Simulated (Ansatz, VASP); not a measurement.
# SnRu4: VASP beside Ansatz

```xyz
5
Lattice="4.5782 0.0000 0.0000 0.0000 4.5782 0.0000 0.0000 0.0000 4.5782" Properties=species:S:1:pos:R:3 pbc="T T T"
Sn    0.0000    0.0000    0.0000
Ru    1.4158    1.4158    1.4158
Ru    3.1623    3.1623    1.4158
Ru    1.4158    3.1623    3.1623
Ru    3.1623    1.4158    3.1623
```

Change from the starting cell: species swapped into the SnI4 type (P-43m, No. 215).

Alike in both runs: functional PBE; k mesh 4 × 4 × 4; occupations gaussian, width 0.1 eV; no spin polarisation.

Ansatz relaxed the structure, and its values are those at the end. VASP's run is a single point on that final structure, the one shown.

|  | VASP | Ansatz |
| --- | --- | --- |
| version | VASP 6.6.1 | Ansatz 0.2.0 |
| potentials or method | VASP PAW PBE potentials, release 64 (Sn_d, Ru_pv), cutoff 520 eV | scalar-relativistic, plane waves, PAW |
| valence electrons in the cell | 70 | 78 |

```tsv
	VASP	Ansatz	Ansatz less VASP
gap on the k mesh at the Fermi level (eV)	none	none	-
pressure (GPa)	-0.2	-0.4	-0.14
rms of the force components (eV/Å)	0.036	0.025	-0.0107
```

A gap of «none» marks a metal or a gap that the smearing closes. VASP's potentials hold 70 valence electrons a cell and Ansatz's 78, so a difference there can come from the potentials and not from the codes.
